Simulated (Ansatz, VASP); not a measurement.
**CdS: VASP beside Ansatz**

File INCAR:

```
ALGO = Normal
EDIFF = 1E-6
EDIFFG = -0.025
ENCUT = 600
GGA = PE
IBRION = 2
ISIF = 3
ISMEAR = 0
LASPH = True
LCHARG = False
LREAL = False
LWAVE = False
NELM = 80
NSW = 80
PREC = Accurate
SIGMA = 0.1
```

KPOINTS

```
k-points
0
Gamma
  4 2 2
```

POSCAR

```
CdS
1.0
   -1.9679710228      3.3458138747     -0.0657319012
    0.0490437169     -0.0984769638      6.7630570998
    5.7621367927      3.2639593038     -0.0070146352
Cd S
4 4
Direct
    0.4733684080      0.9924350898      0.5035245917
    0.0019551911      0.9873741532      0.0000120368
    0.9880633367      0.5062401231     -0.0089739287
    0.5121268114      0.5110703338      0.4958915072
    0.4940143497      0.2518956915      0.1712080484
    1.0027442179      0.2462529426      0.6714863782
    1.0138223561      0.7521214757      0.3281423472
    0.5139053293      0.7526101904      0.8387090192
```

Input for Ansatz:

```yaml
crystal:
  lattice:
    - [-1.9679710228, 3.3458138747, -0.0657319012]
    - [0.0490437169, -0.0984769638, 6.7630570998]
    - [5.7621367927, 3.2639593038, -0.0070146352]
  atoms:
    - { symbol: Cd, position: [0.473368408, 0.9924350898, 0.5035245917] }
    - { symbol: Cd, position: [0.0019551911, 0.9873741532, 1.20368e-05] }
    - { symbol: Cd, position: [0.9880633367, 0.5062401231, -0.0089739287] }
    - { symbol: Cd, position: [0.5121268114, 0.5110703338, 0.4958915072] }
    - { symbol: S, position: [0.4940143497, 0.2518956915, 0.1712080484] }
    - { symbol: S, position: [1.0027442179, 0.2462529426, 0.6714863782] }
    - { symbol: S, position: [1.0138223561, 0.7521214757, 0.3281423472] }
    - { symbol: S, position: [0.5139053293, 0.7526101904, 0.8387090192] }
basis:
  ecutwfc: 420
kpoints:
  mp_grid: { grid: [4, 2, 2] }
hamiltonian:
  xc: pbe
scf:
  occupations: { method: gaussian, width: 0.1 }
  lower_state_search: "off"
output:
  forces: true
  stress: true
  eigenvalues: true
relax:
  adjacent_minimum: "off"
  f_tol: 0.025
  max_steps: 60
  cell: { stress_tol: 0.25 }
```

Change from the starting cell: cell x2, atoms moved at random (sigma 0.05 Å) and cell strained at random (1.5 %), then relaxed without symmetry.

Alike in both runs: task relaxation of cell and atoms; functional PBE; k mesh 4 × 2 × 2; occupations gaussian, width 0.1 eV; no spin polarisation.

|  | VASP | Ansatz |
| --- | --- | --- |
| version | VASP 6.6.1 | Ansatz 0.2.0 |
| potentials or method | VASP PAW PBE potentials, release 64 (Cd, S), cutoff 600 eV | scalar-relativistic, plane waves, PAW |
| valence electrons in the cell | 72 | 104 |

|  | VASP | Ansatz | Ansatz less VASP |
| --- | --- | --- | --- |
| gap on the k mesh at the Fermi level, each at its own relaxed structure (eV) | 0.51 | 0.53 | +0.027 |
| relaxed volume (Å³/atom) | 21.20 | 21.10 | -0.105 |
| relaxed cell length with the largest relative difference (Å) | 3.906 | 3.896 | -0.0102 |

VASP's potentials hold 72 valence electrons a cell and Ansatz's 104, so a difference there can come from the potentials and not from the codes.

The k mesh is coarse, so the values compare programs but aren't converged.
